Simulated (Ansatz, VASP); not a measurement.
## Two plane-wave programs on ZrN

Contents of INCAR:

```
PREC = Accurate
ENCUT = 600
EDIFF = 1E-7
ISMEAR = -1
SIGMA = 0.15
LREAL = False
LASPH = True
NELM = 120
ALGO = Normal
ISIF = 3
LWAVE = False
LCHARG = False
GGA = PE
IVDW = 12
IBRION = 2
NSW = 80
EDIFFG = -0.02
GGA_COMPAT = False
NELMIN = 4
```

File KPOINTS:

```
regular mesh
0
Gamma
  11 11 11
```

The input POSCAR:

```
ZrN
1.0
    0.0000000000      2.3000000000      2.3000000000
    2.3000000000      0.0000000000      2.3000000000
    2.3000000000      2.3000000000      0.0000000000
Zr N
1 1
Direct
    0.5000000000      0.5000000000      0.5000000000
    0.0000000000      0.0000000000      0.0000000000
```

Input for Ansatz:

```yaml
crystal:
  lattice:
    bravais: fcc
    a: 4.6
  space_group: 225
  atoms:
    - { symbol: Zr, position: [0.5, 0.0, 0.0] }
    - { symbol: "N", position: [0.0, 0.0, 0.0] }
  reduce_to_primitive: true
basis:
  ecutwfc: 462.593566181796
kpoints:
  mp_grid:
    grid: [11, 11, 11]
hamiltonian:
  xc: pbe
  dispersion: d3bj
scf:
  occupations:
    method: fermi_dirac
    width: 0.15
relax:
  f_tol: 0.02
  cell: {}
```

Alike in both runs: task relaxation of cell and atoms; functional PBE; dispersion D3(BJ); k mesh 11 × 11 × 11; occupations fermi-dirac, width 0.15 eV; no spin polarisation.

|  | VASP | Ansatz |
| --- | --- | --- |
| version | VASP 6.6.1 | Ansatz 0.2.0 |
| potentials or method | VASP PAW PBE potentials, release 64 (Zr_sv, N), cutoff 600 eV | plane waves, PAW |
| valence electrons in the cell | 17 | 17 |

```tsv
	VASP	Ansatz	Ansatz less VASP
relaxed volume (Å³/atom)	11.87	11.86	-0.010
relaxed length of the cell vector where the two differ most in proportion (Å)	3.226	3.225	-0.0009
```
